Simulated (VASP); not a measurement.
Input of a VASP 6.6.1 run:

INCAR

```
  PREC = Accurate
  ENCUT = 520
  EDIFF = 1E-7
  ISMEAR = 0
  SIGMA = 0.1
  LREAL = F
  LASPH = T
  NELM = 150
  ALGO = Fast
  ISIF = 2
  LWAVE = F
  LCHARG = F
  LNONCOLLINEAR = T
  MAGMOM = -0.438 0.135 -0.037 -0.319 -0.117 0.013
  LORBIT = 11
  LMAXMIX = 4
  GGA = PE
  ALDAC = 0.0
  AGGAC = 0.0
  NBANDS = 28
```

KPOINTS

```
Automatic mesh
0
Gamma
  8 8 4
```

The input POSCAR:

```
Os
1.0
    2.7341000000      0.0000000000      0.0000000000
   -1.3670500000      2.3678000565      0.0000000000
    0.0000000000      0.0000000000      4.3197000000
Os
2
Direct
    0.6666666667      0.3333333333      0.7500000000
    0.3333333333      0.6666666667      0.2500000000
```

Potentials or basis: VASP PAW PBE potentials, release 64 (Os).

Launch:

```bash
$ cat potpaw_PBE.64/Os/POTCAR > POTCAR
$ mpirun -np 1 vasp_ncl > vasp.out
```

Problem. What does it give for the net moment?

Solution. 0.00 μB per cell.

Problem. What does it give for the pressure?

Solution. 46.4 GPa.

Problem. Predict the band gap on the k mesh.

Solution. Zero (bands 16 and 17 overlap by 3.74 eV).

Stress tensor (GPa, compression positive):
```
46.17  0.00  0.00
 0.00 46.17  0.00
 0.00  0.00 46.71
```

Caveat: the k points lie up to 0.36 Å⁻¹ apart, too coarse for converged energies and pressures of a metal; spin-orbit coupling is left out, which moves the levels of the heavy elements.
